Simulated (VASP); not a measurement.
Ge: relaxation of cell and atoms with LDA

Crystal: Ge.

```xyz
4
Lattice="4.0584 0.0000 0.0000 -2.0292 3.5147 0.0000 0.0000 0.0000 6.6930" Properties=species:S:1:pos:R:3 pbc="T T T"
Ge    0.0000    2.3431    0.0021
Ge    2.0292    1.1716    3.3486
Ge    0.0000    2.3431    2.5077
Ge    2.0292    1.1716    5.8542
```

This isn't the form of Ge at room conditions, which is diamond.

```yaml
Program: VASP 6.6.1
Task: relaxation of cell and atoms
Functional: LDA
Potentials_or_basis: VASP PAW LDA potentials, release 64 (Ge_d)
Cutoff: 600 eV
k_mesh: 6 × 6 × 4
Occupations: fermi-dirac, width 0.02 eV
Spin: no spin polarisation
Dipole_correction: no
Further_INCAR_settings: ALGO = Normal; EDIFF = 1e-06; IBRION = 2; EDIFFG = -0.005; NSW = 80; ISIF = 3
```

```
Relaxed volume                        : 22.21 Å³/atom
Relaxed cell                          : a = 3.970 Å, b = 3.970 Å, c = 6.510 Å, α = 90.00°, β = 90.00°, γ = 120.00°
Space group after relaxing (to 0.1 Å) : P6_3/mmc (No. 194)
Energy gained by relaxing             : 23.0 meV/atom
Ionic steps                           : 21
Pressure after relaxing               : 0.0 GPa
Largest force after relaxing          : 0.003 eV/Å
Band gap on the k mesh                : zero (bands 28 and 29 overlap by 0.08 eV)
```

Forces on the atoms (eV/Å):
```
Ge   0.000  0.000 -0.003
Ge   0.000  0.000 -0.003
Ge   0.000  0.000  0.003
Ge   0.000  0.000  0.003
```

The path:
```csv
step,energy change (eV),largest force (eV/Å),pressure (GPa),volume (Å³)
1,0.0000,0.0307,-4.14,95.47
2,-0.0847,0.0006,1.48,87.19
3,-0.0920,0.0051,0.10,88.90
4,-0.0920,0.0052,-0.22,89.03
5,-0.0921,0.0195,-0.16,89.02
6,-0.0921,0.0265,-0.16,89.01
7,-0.0922,0.0077,0.01,88.86
8,-0.0922,0.0063,0.04,88.85
9,-0.0922,0.0090,-0.09,88.85
10,-0.0922,0.0050,0.08,88.80
11,-0.0922,0.0086,0.06,88.82
12,-0.0922,0.0084,0.05,88.83
13,-0.0922,0.0087,0.05,88.84
14,-0.0922,0.0094,-0.06,88.85
15,-0.0922,0.0067,-0.03,88.85
16,-0.0922,0.0067,0.04,88.85
17,-0.0922,0.0074,0.03,88.85
18,-0.0922,0.0076,0.02,88.85
19,-0.0922,0.0024,-0.08,88.85
20,-0.0922,0.0051,0.00,88.85
21,-0.0922,0.0031,0.03,88.85
```

Final structure:
```cif
data_structure
_symmetry_space_group_name_H-M 'P 1'
_symmetry_Int_Tables_number 1
_cell_length_a 3.9698
_cell_length_b 3.9698
_cell_length_c 6.5104
_cell_angle_alpha 90.000
_cell_angle_beta 90.000
_cell_angle_gamma 120.000
_cell_volume 88.85
loop_
_atom_site_label
_atom_site_type_symbol
_atom_site_fract_x
_atom_site_fract_y
_atom_site_fract_z
_atom_site_occupancy
Ge1 Ge 0.33333 0.66667 0.99998 1
Ge2 Ge 0.66667 0.33333 0.49998 1
Ge3 Ge 0.33333 0.66667 0.37502 1
Ge4 Ge 0.66667 0.33333 0.87502 1
```

Levels at points of the mesh, in eV from the Fermi level:
```csv
k point,band 25,band 26,band 27,band 28,band 29,band 30,band 31,band 32
"(0.00, 0.00, 0.00)",-1.57,-0.21,-0.15,0.08,0.10,0.10,2.19,2.19
"(0.50, 0.00, 0.00)",-4.74,-3.20,-2.94,-1.50,0.37,1.65,3.51,3.68
"(0.00, 0.00, 0.50)",-0.93,-0.93,-0.93,-0.93,0.60,0.60,3.33,3.33
"(0.50, 0.00, 0.50)",-2.61,-2.61,-2.52,-2.52,0.45,0.45,2.04,2.04
```

Run time: 5.7 min on 1 thread of Intel(R) Xeon(R) Platinum 8488C (Sapphire Rapids) (shared host), peak memory 0.22 GiB.

Caveat: semilocal functionals underestimate gaps, so a narrow gap can read as zero.
